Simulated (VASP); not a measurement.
## GaAs: relaxation of cell and atoms with PBE+D3(BJ)

The system is GaAs.

```
As Ga
1.0
     0.00000    2.82685    2.82685
     2.82685    0.00000    2.82685
     2.82685    2.82685    0.00000
As Ga
1 1
Direct
  0.75000 0.75000 0.75000
  0.00000 0.00000 0.00000
```

* Program: VASP 6.6.1
* Task: relaxation of cell and atoms
* Functional: PBE
* Dispersion: D3(BJ)
* Potentials or basis: VASP PAW PBE potentials, release 64 (As, Ga_d)
* Cutoff: 600 eV
* k mesh: 8 × 8 × 8
* Occupations: fermi-dirac, width 0.05 eV
* Spin: no spin polarisation
* Dipole correction: no
* Further INCAR settings: ALGO = Normal; EDIFF = 1e-07; IBRION = 2; EDIFFG = -0.02; NSW = 80; ISIF = 3

* Relaxed volume: 22.90 Å³/atom
* Relaxed cell: a = 4.016 Å, b = 4.016 Å, c = 4.016 Å, α = 60.00°, β = 60.00°, γ = 60.00°
* Space group after relaxing (to 0.05 Å): F-43m (No. 216)
* Energy gained by relaxing: 0.9 meV/atom
* Ionic steps: 3
* Pressure after relaxing: 0.0 GPa
* Band gap on the k mesh: 0.42 eV, direct
* Dispersion energy per atom: -0.320 eV

The path:
| step | energy change (eV) | largest force (eV/Å) | pressure (GPa) | volume (Å³) |
| --- | --- | --- | --- | --- |
| 1 | 0.0000 | 0.0000 | 0.97 | 45.18 |
| 2 | -0.0015 | 0.0000 | -0.38 | 46.08 |
| 3 | -0.0019 | 0.0000 | -0.01 | 45.81 |

Final structure:
```
CELL_PARAMETERS angstrom
0.00000 2.83994 2.83994
2.83994 0.00000 2.83994
2.83994 2.83994 0.00000
ATOMIC_POSITIONS crystal
As 0.75000 0.75000 0.75000
Ga 0.00000 0.00000 0.00000
```

Levels at points of the mesh, in eV from the valence-band top:
| k point | band 7 | band 8 | band 9 | band 10 | band 11 | band 12 |
| --- | --- | --- | --- | --- | --- | --- |
| (0.00, 0.00, 0.00) | 0.00 | 0.00 | 0.00 | 0.42 | 3.72 | 3.72 |
| (0.50, 0.00, 0.00) | -6.56 | -1.12 | -1.12 | 0.96 | 4.63 | 4.63 |
| (0.50, 0.50, 0.00) | -6.75 | -2.63 | -2.63 | 1.49 | 1.66 | 10.06 |

It took 19 s on 1 thread of Intel(R) Xeon(R) 6975P-C (Granite Rapids) (shared host), peak memory 0.2 GiB.

As with any semilocal functional, this PBE gap is likely too small. Zero-point motion and thermal expansion aren't in these numbers.
